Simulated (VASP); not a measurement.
# BAs (F-43m) in VASP: a series of runs

BAs is run at these levels: r2SCAN; tasks: relaxation of the atoms.

Program: VASP 6.6.1. These are calculated values, not measurements. Logs are shortened: lines on timing, memory, paths and dates and some standing lists are left out, and cuts for length are marked.

## Step 1: The cell of the first run

The structure is cubic, space group F-43m (No. 216). The conventional cell has a = 3.792 Å, b = 3.792 Å, c = 3.792 Å, α = 90.00°, β = 90.00°, γ = 90.00°. B (site symmetry -43m) has 4 As at 1.64 Å within 2.2 Å. Within 2.2 Å of As (site symmetry -43m) lie 4 B at 1.64 Å.

## Step 2: Relaxation of the atoms, r2SCAN

File POSCAR:

```
BAs
1.0
    0.0000000000      1.8957537063      1.8957537063
    1.8957537063      0.0000000000      1.8957537063
    1.8957537063      1.8957537063      0.0000000000
B As
1 1
Direct
    0.0000000000      0.0000000000      0.0000000000
    0.2500000000      0.2500000000      0.2500000000
```

File INCAR.step1:

```
PREC     = Accurate       # precision mode
ENCUT    = 520            # plane-wave cutoff, eV
ISMEAR   = -1             # smearing method
SIGMA    = 0.05           # smearing width, eV
LREAL    = F              # projectors in reciprocal space
LASPH    = T              # aspherical terms in the spheres
NELM     = 80             # most SCF steps
GGA      = PE             # functional
ALGO     = Normal         # electronic algorithm
EDIFF    = 1E-4           # SCF threshold, eV
LWAVE    = T              # write WAVECAR
LCHARG   = F              # write CHGCAR
```

File INCAR.step2:

```
PREC     = Accurate       # precision mode
ENCUT    = 520            # plane-wave cutoff, eV
EDIFF    = 1E-7           # SCF threshold, eV
ISMEAR   = -1             # smearing method
SIGMA    = 0.05           # smearing width, eV
LREAL    = F              # projectors in reciprocal space
LASPH    = T              # aspherical terms in the spheres
NELM     = 80             # most SCF steps
ALGO     = Normal         # electronic algorithm
ISIF     = 2              # what is computed and relaxed
LWAVE    = F              # write WAVECAR
LCHARG   = F              # write CHGCAR
METAGGA  = R2SCAN         # meta-GGA
LMIXTAU  = T            
IBRION   = 2              # ionic algorithm
NSW      = 50             # ionic steps
EDIFFG   = -0.01          # ionic threshold
ISTART   = 1
```

File KPOINTS:

```
regular mesh
0
Gamma
  13 13 13
```

Potentials or basis: VASP PAW PBE potentials, release 64 (B, As).

On the command line:

```
$ cat potpaw_PBE.64/B/POTCAR potpaw_PBE.64/As/POTCAR > POTCAR
$ cp INCAR.step1 INCAR
$ mpirun -np 1 vasp_std > vasp.out
$ cp INCAR.step2 INCAR
$ mpirun -np 1 vasp_std > vasp.out
```

OUTCAR:

```text
PREC = Accurate
   ENCUT = 520
   EDIFF = 1E-7
   ISMEAR = -1
   LREAL = F
   LASPH = T
   NELM = 80
   ISIF = 2
   METAGGA = R2SCAN
   IBRION = 2
   NSW = 50
   EDIFFG = -0.01
   ISTART = 1

 ion  position               nearest neighbor table
   1  0.000  0.000  0.000-   2 1.64   2 1.64   2 1.64   2 1.64
   2  0.250  0.250  0.250-   1 1.64   1 1.64   1 1.64   1 1.64

  LATTYP: Found a face centered cubic cell.
 ALAT       =     3.7915074126

  Lattice vectors:

 A1 = (   0.0000000000,   1.8957537063,   1.8957537063)
 A2 = (   1.8957537063,   0.0000000000,   1.8957537063)
 A3 = (   1.8957537063,   1.8957537063,   0.0000000000)

Analysis of symmetry for initial positions (statically):
=====================================================================
 Subroutine PRICEL returns:
 Original cell was already a primitive cell.

 Routine SETGRP: Setting up the symmetry group for a
 face centered cubic supercell.

 Subroutine GETGRP returns: Found 24 space group operations
 (whereof 24 operations were pure point group operations)
 out of a pool of 48 trial point group operations.

The static configuration has the point symmetry T_d .

Analysis of symmetry for dynamics (positions and initial velocities):
=====================================================================
 Subroutine PRICEL returns:
 Original cell was already a primitive cell.

 Routine SETGRP: Setting up the symmetry group for a
 face centered cubic supercell.

 Subroutine GETGRP returns: Found 24 space group operations
 (whereof 24 operations were pure point group operations)
 out of a pool of 48 trial point group operations.

The dynamic configuration has the point symmetry T_d .

 Subroutine INISYM returns: Found 24 space group operations
 (whereof 24 operations are pure point group operations),
 and found     1 'primitive' translations

----------------------------------------------------------------------------------------

                                     Primitive cell

  volume of cell :      13.6262

  direct lattice vectors                    reciprocal lattice vectors
     0.000000000  1.895753706  1.895753706    -0.263747341  0.263747341  0.263747341
     1.895753706  0.000000000  1.895753706     0.263747341 -0.263747341  0.263747341
[... 82 lines left out ...]
   LASPH  =      T    aspherical Exc in radial PAW
   ENCUT  =  520.0 eV  38.22 Ry    6.18 a.u.   4.98  4.98  4.98*2*pi/ulx,y,z
   NELM   =     80;   NELMIN=  2; NELMDL=  0     # of ELM steps
   EDIFF  = 0.1E-06   stopping-criterion for ELM
   LREAL  =      F    real-space projection
   EDIFFG = -.1E-01   stopping-criterion for IOM
   NSW    =     50    number of steps for IOM
   IBRION =      2    ionic relax: 0-MD 1-quasi-New 2-CG
   NFREE  =      1    steps in history (QN), initial steepest desc. (CG)
   ISIF   =      2    stress and relaxation
   ISYM   =      2    0-nonsym 1-usesym 2-fastsym
   POTIM  = 0.5000    time-step for ionic-motion
   TEBEG  =    0.0;   TEEND  =   0.0 temperature during run
   PSTRESS=    0.0 pullay stress
   NELECT =       8.0000    total number of electrons
   NUPDOWN=      -1.0000    fix difference up-down
   EMIN   =  10.00;   EMAX   =-10.00  energy-range for DOS
   EFERMI =   0.00;   METHOD = LEGACY
   ISMEAR =    -1;   SIGMA  =   0.05  broadening in eV -4-tet -1-fermi 0-gaus
   EFERMI_NEDOS =   21; number of points for ismear=-14 and -15
   IALGO  =     38    algorithm
   IMIX   =      4    mixing-type and parameters
     AMIX     =   0.40;   BMIX     =  1.00
     AMIX_MAG =   1.60;   BMIX_MAG =  1.00
  volume/ion in A,a.u.               =       6.81        45.98
  Fermi-wavevector in a.u.,A,eV,Ry     =   1.370817  2.590469 25.567253  1.879140
  Thomas-Fermi vector in A             =   2.496570
   LORBIT       =      0    0 simple, 1 ext, 2 COOP (PROOUT), +10 PAW based schemes
   METAGGA = R2SCAN    functional components
   LHFCALC =     F    Hartree Fock is set to
   AEXX    =    0.0000 exact exchange contribution
   IVDW    =     0    specifies the selected vdW correction
   LEPSILON=     F    determine dielectric tensor
   LRPA    =     F    only Hartree local field effects (RPA)
 conjugate gradient relaxation of ions
 non-spin polarized calculation
  energy-cutoff  :      520.00
  volume of cell :       13.63
 maximum number of plane-waves:       375
   NGX =  9   NGY =  9   NGZ =  9

 number of electron       7.9999999 magnetization

 Free energy of the ion-electron system (eV)
  ---------------------------------------------------
  ext. energy  EPLUGINS =         0.00000000
  ---------------------------------------------------
  free energy    TOTEN  =       -12.77586077 eV

  energy without entropy =      -12.77584646  energy(sigma->0) =      -12.77585361

 E-fermi :  16.5457     XC(G=0): -14.6032

 val. band max:       16.3015215070   @ k =   0.0000   0.0000   0.0000
 cond. band min:      16.8217832573   @ k =   0.4615   0.4615   0.0000
 fundamental gap:      0.5202617503
 Fermi energy:        16.5456915849

 k-point     1 :       0.0000    0.0000    0.0000
  band No.  band energies     occupation
      1      -8.4870      2.00000
      2      16.3015      1.98497
      3      16.3015      1.98497
      4      16.3015      1.98497
      5      21.5410      0.00000
      6      21.5410      0.00000
      7      21.5410      0.00000
      8      29.2187      0.00000
[... 243 lines left out ...]
 k-point    24 :       0.4615    0.1538    0.0000
  band No.  band energies     occupation
      1      -2.9771      2.00000
      2       2.6322      2.00000
      3      10.9537      2.00000
      4      11.3332      2.00000
      5      19.8079      0.00000
      6      25.2409      0.00000
      7      26.2069      0.00000
      8      29.3377      0.00000

 [... further k-points ...]
[... 5 lines left out ...]
  --------------------------------------------------------------------------------------
  -------------------------------------------------------------------------------------
  Total       33.1813003     33.1813003     33.1813003     -0.0000000      0.0000000     -0.0000000
  in kB     3901.4697720   3901.4697720   3901.4697720     -0.0000000      0.0000000     -0.0000000
  external PRESSURE =    3901.4697720 kB  Pullay stress =       0.0000000 kB

 VOLUME and BASIS-vectors are now :
 -----------------------------------------------------------------------------
  energy-cutoff  :      520.00
  volume of cell :       13.63
      direct lattice vectors                 reciprocal lattice vectors
     0.000000000  1.895753706  1.895753706    -0.263747341  0.263747341  0.263747341
     1.895753706  0.000000000  1.895753706     0.263747341 -0.263747341  0.263747341
     1.895753706  1.895753706  0.000000000     0.263747341  0.263747341 -0.263747341

 POSITION                                       TOTAL-FORCE (eV/Angst)
 -----------------------------------------------------------------------------------
      0.00000      0.00000      0.00000         0.000000      0.000000      0.000000
      0.94788      0.94788      0.94788        -0.000000     -0.000000     -0.000000
 -----------------------------------------------------------------------------------
    total drift:                                0.000000      0.000000      0.000000

  FREE ENERGIE OF THE ION-ELECTRON SYSTEM (eV)
  ---------------------------------------------------
  free  energy   TOTEN  =       -12.7758607676 eV

  energy  without entropy=      -12.7758464577  energy(sigma->0) =      -12.77585361

 reached required accuracy - stopping structural energy minimisation
```

OSZICAR.step1:

```text
N       E                     dE             d eps       ncg     rms          rms(c)
DAV:   1     0.244602461967E+02    0.24460E+02   -0.48571E+03  1360   0.968E+02
DAV:   2    -0.458414328659E+01   -0.29044E+02   -0.27183E+02  1968   0.141E+02
DAV:   3    -0.476815398870E+01   -0.18401E+00   -0.18401E+00  1496   0.147E+01
DAV:   4    -0.476826291072E+01   -0.10892E-03   -0.10892E-03  2160   0.334E-01
DAV:   5    -0.476826292495E+01   -0.14231E-07   -0.13635E-07  1456   0.195E-03    0.123E+01
DAV:   6    -0.224692495643E+01    0.25213E+01   -0.46560E+00  1520   0.160E+01    0.620E+00
DAV:   7    -0.177206881100E+01    0.47486E+00   -0.14597E+00  1792   0.866E+00    0.181E+00
DAV:   8    -0.175401306896E+01    0.18056E-01   -0.21012E-02  1424   0.145E+00    0.276E-01
DAV:   9    -0.175404502010E+01   -0.31951E-04   -0.59750E-04  2144   0.229E-01
   1 F= -.17540450E+01 E0= -.17540202E+01  d E =-.495502E-04
```

Wall time 34 s (1 thread of AMD EPYC 9R45 (Zen 5), shared host); peak memory 0.1 GiB.

What came out:

* Free energy: -12.7759 eV
* Pressure after relaxing: 390.1 GPa
* Band gap on the k mesh: 0.52 eV, indirect (least direct gap 5.10 eV)

Final structure:
```
B As
1.0
     0.00000    1.89575    1.89575
     1.89575    0.00000    1.89575
     1.89575    1.89575    0.00000
B As
1 1
Cartesian
  0.0000 0.0000 0.0000
  0.9479 0.9479 0.9479
```

Levels at points of the mesh, in eV from the valence-band top:
| k point | band 1 | band 2 | band 3 | band 4 | band 5 | band 6 | band 7 | band 8 |
| --- | --- | --- | --- | --- | --- | --- | --- | --- |
| (0.00, 0.00, 0.00) | -24.79 | 0.00 | 0.00 | 0.00 | 5.24 | 5.24 | 5.24 | 12.92 |

Caveat: the relaxation stopped at its first step, so nothing moved; the PAW data sets were made with another functional, which shifts forces and pressure a little. r2SCAN opens gaps a little over a GGA but as a rule still falls short of measured ones.

## Step 3: Relaxation of the atoms, r2SCAN

This run uses another cell than the first one, of 11.58 Å³/atom, 1.700 times its volume.

File POSCAR:

```
BAs
1.0
    0.0000000000      2.2625501845      2.2625501845
    2.2625501845      0.0000000000      2.2625501845
    2.2625501845      2.2625501845      0.0000000000
B As
1 1
Direct
    0.0000000000      0.0000000000      0.0000000000
    0.2500000000      0.2500000000      0.2500000000
```

File INCAR.step1:

```
ALGO = Normal ; EDIFF = 1E-4
ENCUT = 520 ; GGA = PE
ISMEAR = -1 ; LASPH = True
LCHARG = False ; LREAL = False
LWAVE = True ; NELM = 60
PREC = Accurate ; SIGMA = 0.05
```

File INCAR.step2:

```
ALGO = Normal ; EDIFF = 1E-7
EDIFFG = -0.01 ; ENCUT = 520
IBRION = 2 ; ISIF = 2
ISMEAR = -1 ; ISTART = 1
LASPH = True ; LCHARG = False
LMIXTAU = True ; LREAL = False
LWAVE = False ; METAGGA = R2SCAN
NELM = 60 ; NSW = 50
PREC = Accurate ; SIGMA = 0.05
```

File KPOINTS:

```
k-points
0
Gamma
  13 13 13
```

Potentials or basis: VASP PAW PBE potentials, release 64 (B, As).

On the command line:

```
$ cat potpaw_PBE.64/B/POTCAR potpaw_PBE.64/As/POTCAR > POTCAR
$ cp INCAR.step1 INCAR
$ mpirun -np 1 vasp_std > vasp.out
$ cp INCAR.step2 INCAR
$ mpirun -np 1 vasp_std > vasp.out
```

Wall time 47 s (1 thread of AMD EPYC 9R45 (Zen 5), shared host); peak memory 0.12 GiB.

Results (log left out):

```yaml
Free_energy: -21.8667 eV
Pressure_after_relaxing: 33.7 GPa
Band_gap_on_the_k_mesh: 1.19 eV, indirect (least direct gap 3.66 eV)
```

Final structure:
```
CELL_PARAMETERS angstrom
0.00000 2.26255 2.26255
2.26255 0.00000 2.26255
2.26255 2.26255 0.00000
ATOMIC_POSITIONS crystal
B 0.00000 0.00000 0.00000
As 0.25000 0.25000 0.25000
```

Levels at points of the mesh, in eV from the valence-band top:
```
           k point  band 2  band 3  band 4  band 5  band 6  band 7
(0.00, 0.00, 0.00)    0.00    0.00    0.00    3.66    3.66    3.66
```

Caveat: the relaxation stopped at its first step, so nothing moved; the PAW data sets were made with another functional, which shifts forces and pressure a little.
